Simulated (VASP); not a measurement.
A run of VASP 6.6.1 is set up as follows.

File INCAR:

```
SYSTEM = Y
PREC = Accurate
ENCUT = 520
EDIFF = 1E-7
ISMEAR = 0
SIGMA = 0.15
LREAL = .FALSE.
LASPH = .TRUE.
NELM = 60
ALGO = Fast
ISIF = 2
LWAVE = .FALSE.
LCHARG = .FALSE.
GGA = PS
NBANDS = 18
```

KPOINTS

```
regular mesh
0
G
  18 18 8
  0 0 0
```

Contents of POSCAR:

```
Y
1.0
    3.5602117562      0.0000000000      0.0000000000
   -1.7801058781      3.0832338237      0.0000000000
    0.0000000000      0.0000000000      5.6037150000
Y
2
Direct
    0.3333333333      0.6666666667      0.2500000000
    0.6666666667      0.3333333333      0.7500000000
```

Potentials or basis: VASP PAW PBE potentials, release 64 (Y_sv).

Run with:

```console
$ cat potpaw_PBE.64/Y_sv/POTCAR > POTCAR
$ mpirun -np 1 vasp_std > vasp.out
```

Question: Predict the pressure.

Answer: 0.6 GPa.

Question: Predict the band gap on the k mesh.

Answer: Zero (bands 11 and 12 overlap by 1.53 eV).

Stress tensor (GPa, compression positive):
```
0.87 0.00 0.00
0.00 0.87 0.00
0.00 0.00 0.17
```

Caveat: the cell differs from its parent crystal (strain -0.025 along x and y, -0.025 along z); the PAW data sets were made with another functional, which shifts forces and pressure a little.
